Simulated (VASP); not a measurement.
Wanted: the native input for a VASP 6.6.1 run.

| Quantity | Value |
| --- | --- |
| Task | single point |
| Functional | PBE |
| Potentials or basis | VASP PAW PBE potentials, release 64 (Al) |
| Cutoff | 520 eV |
| k mesh | 9 × 9 × 6 |
| Occupations | gaussian, width 0.1 eV |
| Spin | no spin polarisation |
| Dipole correction | no |
| Further INCAR settings | ALGO = Normal; EDIFF = 1e-06; NBANDS = 10 |

The structure of Al lies in POSCAR:

```
Al
1.0
    2.7246190600      0.0000000000      0.0000000000
   -1.3623095300      2.3595893300      0.0000000000
    0.0000000000      0.0000000000      3.3895992400
Al
2
Direct
    0.3333333300      0.6666666700      0.0000000000
    0.6666666700      0.3333333300      0.0000000000
```

One way to write it, as run:

INCAR

```
SYSTEM = Al
PREC = Accurate
ENCUT = 520
EDIFF = 1E-6
ISMEAR = 0
SIGMA = 0.1
LREAL = .FALSE.
LASPH = .TRUE.
NELM = 80
ALGO = Normal
ISIF = 2
LWAVE = .FALSE.
LCHARG = .FALSE.
GGA = PE
NBANDS = 10
```

KPOINTS

```
regular mesh
0
G
  9 9 6
  0 0 0
```

Potentials or basis: VASP PAW PBE potentials, release 64 (Al).

The run is started by

```sh
$ cat potpaw_PBE.64/Al/POTCAR > POTCAR
$ mpirun -np 1 vasp_std > vasp.out
```

Results of the run:

* Pressure: 329.4 GPa
* Band gap on the k mesh: zero (band 3 reaches 18.47 eV, above the bottom of band 4 at 10.67 eV)

It took 4.1 s on 1 thread of Intel(R) Xeon(R) 6975P-C (Granite Rapids) (shared host), peak memory 0.13 GiB.
